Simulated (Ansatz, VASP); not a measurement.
**Se: VASP beside Ansatz**

```
Se
1.0
     3.81756    0.00000    0.00000
     0.00000    3.81756    0.00000
     0.00000    0.00000    6.59274
Se
4
Direct
  0.11351 0.11351 0.50000
  0.38649 0.61351 0.75000
  0.61351 0.38649 0.25000
  0.88649 0.88649 0.00000
```

Alike in both runs: functional PBE; k mesh 10 × 10 × 6; occupations gaussian, width 0.01 eV; no spin polarisation.

Ansatz relaxed the structure, and its values are those at the end. VASP's run is a single point on that final structure, the one shown.

|  | VASP | Ansatz |
| --- | --- | --- |
| version | VASP 6.6.1 | Ansatz 0.2.0 |
| potentials or method | VASP PAW PBE potentials, release 64 (Se), cutoff 520 eV | scalar-relativistic, plane waves, PAW |
| valence electrons in the cell | 24 | 64 |

|  | VASP | Ansatz | Ansatz less VASP |
| --- | --- | --- | --- |
| gap on the k mesh at the Fermi level (eV) | none | none | - |
| pressure (GPa) | 0.0 | 0.0 | -0.03 |

A gap of «none» marks a metal or a gap that the smearing closes. VASP's potentials hold 24 valence electrons a cell and Ansatz's 64, so a difference there can come from the potentials and not from the codes.
